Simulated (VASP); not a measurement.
# TiCo (Pm-3m) in VASP: vibrations by perturbation theory with LDA

Aim: the vibrations by perturbation theory of TiCo with LDA.

Everything below comes from runs of VASP 6.6.1. Logs are shortened: lines on timing, memory, paths and dates and some standing lists are left out, and cuts for length are marked.

## (1) The cell of the first run

The structure is cubic, space group Pm-3m (No. 221). Conventional cell: a = 2.986 Å, b = 2.986 Å, c = 2.986 Å, α = 90.00°, β = 90.00°, γ = 90.00°. Within 3.4 Å of Co (site symmetry m-3m) lie 8 Ti at 2.59 Å and 6 Co at 2.99 Å. Within 3.4 Å of Ti (site symmetry m-3m) lie 8 Co at 2.59 Å and 6 Ti at 2.99 Å.

## (2) Vibrations by perturbation theory, LDA, collinear spin, ferromagnetic start

The input, INCAR:

```
PREC = Accurate ; ENCUT = 550
EDIFF = 1E-8 ; ISMEAR = -1
SIGMA = 0.05 ; LREAL = F
LASPH = T ; NELM = 300
ALGO = All ; ISIF = 2
LWAVE = F ; LCHARG = T
ISPIN = 2 ; MAGMOM = 2 1
LORBIT = 11 ; LMAXMIX = 4
GGA = CA ; IBRION = 8
NSW = 1 ; GGA_COMPAT = F
ISEARCH = 1 ; KPAR = 4
```

The input, KPOINTS:

```
regular mesh
0
Gamma
  7 7 7
```

The input, POSCAR:

```
TiCo
1.0
    2.9861109900      0.0000000000      0.0000000000
    0.0000000000      2.9861109900      0.0000000000
    0.0000000000      0.0000000000      2.9861109900
Co Ti
1 1
Direct
    0.5000000000      0.5000000000      0.5000000000
    0.0000000000      0.0000000000      0.0000000000
```

Potentials or basis: VASP PAW LDA potentials, release 64 (Co, Ti_sv).

On the command line:

```sh
$ cat potpaw_LDA.64/Co/POTCAR potpaw_LDA.64/Ti_sv/POTCAR > POTCAR
$ mpirun -np 4 vasp_std > vasp.out
```

OUTCAR:

```text
PREC = Accurate
   ENCUT = 550
   EDIFF = 1E-8
   ISMEAR = -1
   LREAL = F
   LASPH = T
   NELM = 300
   ISIF = 2
   ISPIN = 2
   LORBIT = 11
   GGA = CA
   IBRION = 8
   NSW = 1

 ion  position               nearest neighbor table
   1  0.500  0.500  0.500-   2 2.59   2 2.59   2 2.59   2 2.59   2 2.59   2 2.59   2 2.59   2 2.59

   2  0.000  0.000  0.000-   1 2.59   1 2.59   1 2.59   1 2.59   1 2.59   1 2.59   1 2.59   1 2.59

  LATTYP: Found a simple cubic cell.
 ALAT       =     2.9861109900

  Lattice vectors:

 A1 = (   2.9861109900,   0.0000000000,   0.0000000000)
 A2 = (   0.0000000000,   2.9861109900,   0.0000000000)
 A3 = (   0.0000000000,   0.0000000000,   2.9861109900)

Analysis of symmetry for initial positions (statically):
=====================================================================
 Subroutine PRICEL returns:
 Original cell was already a primitive cell.

 Routine SETGRP: Setting up the symmetry group for a
 simple cubic supercell.

 Subroutine GETGRP returns: Found 48 space group operations
 (whereof 48 operations were pure point group operations)
 out of a pool of 48 trial point group operations.

The static configuration has the point symmetry O_h .

Analysis of symmetry for dynamics (positions and initial velocities):
=====================================================================
 Subroutine PRICEL returns:
 Original cell was already a primitive cell.

 Routine SETGRP: Setting up the symmetry group for a
 simple cubic supercell.

 Subroutine GETGRP returns: Found 48 space group operations
 (whereof 48 operations were pure point group operations)
 out of a pool of 48 trial point group operations.

The dynamic configuration has the point symmetry O_h .

Analysis of structural, dynamic, and magnetic symmetry:
=====================================================================
 Subroutine PRICEL returns:
 Original cell was already a primitive cell.

 Routine SETGRP: Setting up the symmetry group for a
 simple cubic supercell.

 Subroutine GETGRP returns: Found 48 space group operations
 (whereof 48 operations were pure point group operations)
 out of a pool of 48 trial point group operations.

The overall configuration has the point symmetry O_h .

 Subroutine INISYM returns: Found 48 space group operations
 (whereof 48 operations are pure point group operations),
 and found     1 'primitive' translations

----------------------------------------------------------------------------------------

                                     Primitive cell

  volume of cell :      26.6267

  direct lattice vectors                    reciprocal lattice vectors
     2.986110990  0.000000000  0.000000000     0.334883735  0.000000000  0.000000000
     0.000000000  2.986110990  0.000000000     0.000000000  0.334883735  0.000000000
     0.000000000  0.000000000  2.986110990     0.000000000  0.000000000  0.334883735

  length of vectors
     2.986110990  2.986110990  2.986110990     0.334883735  0.334883735  0.334883735

  position of ions in fractional coordinates (direct lattice)
     0.500000000  0.500000000  0.500000000
     0.000000000  0.000000000  0.000000000

  ion indices of the primitive-cell ions
   primitive index   ion index
                 1           1
                 2           2

----------------------------------------------------------------------------------------

 KPOINTS: regular mesh

Automatic generation of k-mesh.
 Grid dimensions read from file:
 generate k-points for:    7    7    7

 Generating k-lattice:

  Cartesian coordinates                     Fractional coordinates (reciprocal lattice)
     0.047840534  0.000000000  0.000000000     0.142857143  0.000000000  0.000000000
     0.000000000  0.047840534  0.000000000     0.000000000  0.142857143  0.000000000
     0.000000000  0.000000000  0.047840534     0.000000000  0.000000000  0.142857143

  Length of vectors
     0.047840534  0.047840534  0.047840534

  Shift w.r.t. Gamma in fractional coordinates (k-lattice)
     0.000000000  0.000000000  0.000000000

 Subroutine IBZKPT returns following result:
 ===========================================

 Found     20 irreducible k-points:

[... 56 lines left out ...]
   EFERMI_NEDOS =   21; number of points for ismear=-14 and -15
   IALGO  =     58    algorithm
   IMIX   =      4    mixing-type and parameters
     AMIX     =   0.40;   BMIX     =  1.00
     AMIX_MAG =   1.60;   BMIX_MAG =  1.00
  volume/ion in A,a.u.               =      13.31        89.84
  Fermi-wavevector in a.u.,A,eV,Ry     =   1.512546  2.858298 31.127355  2.287796
  Thomas-Fermi vector in A             =   2.622456
   LORBIT       =     11    0 simple, 1 ext, 2 COOP (PROOUT), +10 PAW based schemes
   GGA     = CA    functional components
   LHFCALC =     F    Hartree Fock is set to
   AEXX    =    0.0000 exact exchange contribution
   IVDW    =     0    specifies the selected vdW correction
   LEPSILON=     F    determine dielectric tensor
   LRPA    =     F    only Hartree local field effects (RPA)
 spin polarized calculation
  energy-cutoff  :      550.00
  volume of cell :       26.63
 maximum number of plane-waves:       791
 NGX is ok and might be reduce to    24
   NGX = 11   NGY = 11   NGZ = 11

--------------------------------------- Ionic step        1  -------------------------------------------

 number of electron      20.9999983 magnetization       0.6302768

 Free energy of the ion-electron system (eV)
  ---------------------------------------------------
  ext. energy  EPLUGINS =         0.00000000
  ---------------------------------------------------
  free energy    TOTEN  =       -17.49035629 eV

  energy without entropy =      -17.47407034  energy(sigma->0) =      -17.48221332

 E-fermi :   9.6221     XC(G=0): -12.8853

 val. band max:        9.5823602283   @ k =   0.4286   0.4286   0.2857
 cond. band min:       9.6543967468   @ k =   0.4286   0.2857   0.2857
 fundamental gap:      0.0720365185
 Fermi energy:         9.6221101276

 spin component 1

 k-point     1 :       0.0000    0.0000    0.0000
  band No.  band energies     occupation
      1     -46.8486      1.00000
      2     -23.3212      1.00000
      3     -23.3212      1.00000
      4     -23.3212      1.00000
      5       2.0191      1.00000
      6       5.6745      1.00000
[... 356 lines left out ...]
      2     -23.5417      1.00000
      3     -23.5413      1.00000
      4     -23.5413      1.00000
      5       6.8289      1.00000
      6       7.0074      1.00000
[... 8 lines left out ...]
     15      15.9925      0.00000
     16      17.1040      0.00000
 Fermi energy:         9.6221101276

 spin component 2

 k-point     1 :       0.0000    0.0000    0.0000
  band No.  band energies     occupation
      1     -46.8337      1.00000
      2     -23.3072      1.00000
      3     -23.3072      1.00000
      4     -23.3072      1.00000
      5       2.0702      1.00000
      6       6.0347      1.00000
[... 359 lines left out ...]
      5       7.1008      1.00000
      6       7.3317      1.00000
[... 8 lines left out ...]
     15      16.1174      0.00000
     16      17.2686      0.00000

------------------------ aborting loop because EDIFF is reached ----------------------------------------

  FORCE on cell =-STRESS in cart. coord.  units (eV):
  Direction    XX          YY          ZZ          XY          YZ          ZX
  --------------------------------------------------------------------------------------
  -------------------------------------------------------------------------------------
  Total       -2.3908288     -2.3908288     -2.3908288     -0.0000000     -0.0000000      0.0000000
  in kB     -143.8603891   -143.8603891   -143.8603891     -0.0000000     -0.0000000      0.0000000
  external PRESSURE =    -143.8603891 kB  Pullay stress =       0.0000000 kB

 VOLUME and BASIS-vectors are now :
 -----------------------------------------------------------------------------
  energy-cutoff  :      550.00
  volume of cell :       26.63
      direct lattice vectors                 reciprocal lattice vectors
     2.986110990  0.000000000  0.000000000     0.334883735  0.000000000  0.000000000
     0.000000000  2.986110990  0.000000000     0.000000000  0.334883735  0.000000000
     0.000000000  0.000000000  2.986110990     0.000000000  0.000000000  0.334883735

 POSITION                                       TOTAL-FORCE (eV/Angst)
 -----------------------------------------------------------------------------------
      1.49306      1.49306      1.49306         0.000000      0.000000      0.000000
      0.00000      0.00000      0.00000         0.000000      0.000000      0.000000
 -----------------------------------------------------------------------------------
    total drift:                                0.000000      0.000000     -0.000000

  FREE ENERGIE OF THE ION-ELECTRON SYSTEM (eV)
  ---------------------------------------------------
  free  energy   TOTEN  =       -17.4903562912 eV

  energy  without entropy=      -17.4740702179  energy(sigma->0) =      -17.48221325

[... ionic steps 2 to 3 ...]

--------------------------------------- Ionic step        4  -------------------------------------------

------------------------ aborting loop because EDIFF is reached ----------------------------------------

[... ionic steps 5 to 6 ...]

--------------------------------------- Ionic step        7  -------------------------------------------

 Free energy of the ion-electron system (eV)
  ---------------------------------------------------
  ---------------------------------------------------
  free energy    TOTEN  =        -0.59285299 eV

  energy without entropy =       -0.59285299

------------------------ aborting loop because EDIFF is reached ----------------------------------------

 INTERNAL STRAIN TENSOR  FOR ION    2  DIRECTION 1   (eV/Angst):
 -----------------------------------------------------------------------------
    -0.06566 -0.00000  0.00000
    -0.00000  0.04979 -0.00000
     0.00000 -0.00000  0.04979

 INTERNAL STRAIN TENSOR FOR ION    2 for displacements in x,y,z  (eV/Angst):
          X           Y           Z          XY          YZ          ZX
  --------------------------------------------------------------------------------
  x     0.00000     0.00000     0.00000     0.00000     0.00000     0.00000
  y     0.00000     0.00000     0.00000     0.00000     0.00000     0.00000
  z     0.00000     0.00000     0.00000     0.00000     0.00000     0.00000

 SECOND DERIVATIVES (NOT SYMMETRIZED)
 ------------------------------------
               1X          1Y          1Z          2X          2Y          2Z
  1X    -3.621463    0.000000   -0.000000    3.621463   -0.000000    0.000000
  1Y    -0.000000   -3.621463   -0.000000    0.000000    3.621463    0.000000
  1Z    -0.000000   -0.000000   -3.621463    0.000000    0.000000    3.621463
  2X     3.632872    0.000000    0.000000   -3.632872   -0.000000   -0.000000
  2Y     0.000000    3.632872    0.000000   -0.000000   -3.632872   -0.000000
  2Z     0.000000    0.000000    3.632872   -0.000000   -0.000000   -3.632872

 Eigenvectors and eigenvalues of the dynamical matrix
 ----------------------------------------------------

   1 f  =    5.793296 THz    36.400352 2PiTHz  193.243553 cm-1    23.959136 meV
             X         Y         Z           dx          dy          dz
      1.493055  1.493055  1.493055     0.237142    0.625496   -0.000000
      0.000000  0.000000  0.000000    -0.263508   -0.695040    0.000000
[... 21 lines left out ...]
   6 f/i=    0.004530 THz     0.028465 2PiTHz    0.151114 cm-1     0.018736 meV
             X         Y         Z           dx          dy          dz
      1.493055  1.493055  1.493055     0.080383    0.738956   -0.000000
      0.000000  0.000000  0.000000     0.072340    0.665018    0.000000

--------------------------------------------------------------------------------------------------------

 ELASTIC MODULI CONTR FROM IONIC RELAXATION (kBar)
 Direction    XX          YY          ZZ          XY          YZ          ZX
 --------------------------------------------------------------------------------
 XX           0.0000      0.0000      0.0000      0.0000      0.0000      0.0000
 YY           0.0000      0.0000      0.0000      0.0000      0.0000      0.0000
 ZZ           0.0000      0.0000      0.0000      0.0000      0.0000      0.0000
 XY           0.0000      0.0000      0.0000      0.0000      0.0000      0.0000
 YZ           0.0000      0.0000      0.0000      0.0000      0.0000      0.0000
 ZX           0.0000      0.0000      0.0000      0.0000      0.0000      0.0000
 --------------------------------------------------------------------------------

 total charge

# of ion       s       p       d       tot
------------------------------------------
    1        0.527   0.439   7.349   8.316
    2        2.249   6.175   1.878  10.302
--------------------------------------------------
tot          2.776   6.615   9.227  18.618

 magnetization (x)

# of ion       s       p       d       tot
------------------------------------------
    1        0.024   0.003   0.602   0.629
    2       -0.000  -0.005   0.014   0.009
--------------------------------------------------
tot          0.023  -0.002   0.617   0.638
```

Run time: 48 s. Hardware: 4 MPI ranks of AMD EPYC 7R13 (Zen 3), shared host; peak memory 0.2 GiB.

What came out:

```
Net moment                                            : 0.63 μB per cell
Site moments                                          : Co +0.63; Ti +0.01 μB
Valence electrons inside the program's atomic spheres : Co 8.32; Ti 10.30
Highest phonon frequency at Γ                         : 193 cm⁻¹
```

Phonon frequencies in cm⁻¹ (negative: imaginary):
```csv
q point,frequencies
"(0.000, 0.000, 0.000)",0 0 0 193 193 193
```

Caveat: the cell stands under pressure or tension, which shifts response properties.
